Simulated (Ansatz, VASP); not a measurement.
# One calculation of Al, two programs

The input INCAR:

```
SYSTEM = Al
  PREC = Accurate
  ENCUT = 520
  EDIFF = 1E-6
  ISMEAR = -1
  SIGMA = 0.05
  LREAL = .False.
  LASPH = .True.
  NELM = 60
  ALGO = Normal
  ISIF = 2
  LWAVE = .False.
  LCHARG = .False.
  GGA = PE
  NBANDS = 8
```

Contents of KPOINTS:

```
Automatic mesh
0
Gamma
  14 14 14
  0 0 0
```

The input POSCAR:

```
Al
1.0
    0.0000000000      1.9632606000      2.0239800000
    1.9632606000      0.0000000000      2.0239800000
    1.9632606000      1.9632606000      0.0000000000
Al
1
Direct
    0.0000000000      0.0000000000      0.0000000000
```

Input for Ansatz:

```yaml
crystal:
  lattice:
    - [0.0, 1.9632606, 2.02398]
    - [1.9632606, 0.0, 2.02398]
    - [1.9632606, 1.9632606, 0.0]
  atoms:
    - { symbol: Al, position: [0.0, 0.0, 0.0] }
kpoints:
  mp_grid: { grid: [14, 14, 14] }
  band_path:
    path:
      - [0.0, 0.0, 0.0]
      - [0.0, 0.5, 0.5]
      - [0.25, 0.75, 0.5]
      - [0.0, 0.5, 0.0]
      - [0.0, 0.0, 0.0]
      - [0.5, 0.5, 0.0]
      - [0.3676125, 0.6323875, 0.0]
      - [-0.3676125, 0.3676125, 0.0]
      - [0.0, 0.0, 0.0]
    npoints: 5
scf:
  occupations: { method: fermi_dirac, width: 0.05 }
hamiltonian:
  xc: pbe
  pseudopotentials: { kind: all_electron, lapw: { basis_error: 0.001 } }
output:
  forces: true
  stress: true
  eigenvalues: true
```

Change from the starting cell: equal xx and yy strain of -3 %.

Alike in both runs: task single point; functional PBE; k mesh 14 × 14 × 14; occupations fermi-dirac, width 0.05 eV; no spin polarisation.

```csv
,VASP,Ansatz
version,VASP 6.6.1,Ansatz 0.2.0
potentials or method,"VASP PAW PBE potentials, release 64 (Al), cutoff 520 eV","all-electron LAPW, scalar-relativistic"
```

Ansatz gave:

```
pressure (GPa)                                                : 4.8
traceless stress, the component that is largest in VASP (GPa) : -1.28
```

Estimate VASP's values.

pressure (GPa): 4.8; traceless stress, the component that is largest in VASP (GPa): -1.29.

Ansatz ran all-electron here, and VASP with PAW potentials.
